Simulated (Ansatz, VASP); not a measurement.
**AlGa2: VASP beside Ansatz**

```
Al Ga
1.0
     2.84222    0.00000    0.00000
    -1.42111    2.46143    0.00000
     0.00000    0.00000    8.11313
Al Ga
1 2
Direct
  0.00000 0.00000 0.00000
  0.00000 0.00000 0.33419
  0.00000 0.00000 0.66581
```

Alike in both runs: functional PBE; k mesh 6 × 6 × 4; occupations gaussian, width 0.1 eV; no spin polarisation.

Ansatz relaxed the structure, and its values are those at the end. VASP's run is a single point on that final structure, the one shown.

```csv
,VASP,Ansatz
version,VASP 6.6.1,Ansatz 0.2.0
potentials or method,"VASP PAW PBE potentials, release 64 (Al, Ga_d), cutoff 520 eV","scalar-relativistic, plane waves, PAW"
valence electrons in the cell,29,29
```

```csv
,VASP,Ansatz,Ansatz less VASP
gap on the k mesh at the Fermi level (eV),none,none,-
pressure (GPa),0.1,0.1,-0.05
rms of the force components (eV/Å),0.000,0.003,+0.0027
```

A gap of «none» marks a metal or a gap that the smearing closes. With one functional, cell and mesh, what is left measures potentials, basis and numerics.

The k mesh is coarse, so the values compare programs but aren't converged.
